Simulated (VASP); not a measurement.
Wanted: the native input for a VASP 6.6.1 run.

* Task: single point
* Functional: LDA
* Potentials or basis: VASP PAW LDA potentials, release 64 (Sn_d, Te)
* Cutoff: 520 eV
* k mesh: 9 × 9 × 9
* Occupations: fermi-dirac, width 0.1 eV
* Spin: no spin polarisation
* Dipole correction: no
* Further INCAR settings: ALGO = Normal; EDIFF = 1e-07; NBANDS = 17

The structure of SnTe lies in POSCAR:

```
SnTe
1.0
    0.0000000000      3.1180688335      3.1180688335
    3.1180688335      0.0000000000      3.1180688335
    3.1180688335      3.1180688335      0.0000000000
Sn Te
1 1
Direct
    0.0000000000      0.0000000000      0.0000000000
    0.5000000000      0.5000000000      0.5000000000
```

The input as run:

INCAR

```
  PREC = Accurate
  ENCUT = 520
  EDIFF = 1E-7
  ISMEAR = -1
  SIGMA = 0.1
  LREAL = False
  LASPH = True
  NELM = 60
  ALGO = Normal
  ISIF = 2
  LWAVE = False
  LCHARG = False
  GGA = CA
  NBANDS = 17
```

KPOINTS

```
regular mesh
0
Gamma
  9 9 9
```

Potentials or basis: VASP PAW LDA potentials, release 64 (Sn_d, Te).

Command:

```sh
$ cat potpaw_LDA.64/Sn_d/POTCAR potpaw_LDA.64/Te/POTCAR > POTCAR
$ mpirun -np 1 vasp_std > vasp.out
```

It gave:

```yaml
Pressure: 0.0 GPa
```

Run time: 40 s on 1 thread of Intel(R) Xeon(R) Platinum 8259CL CPU @ 2.50GHz (Skylake/Cascade Lake), on a shared host, peak memory 0.18 GiB.
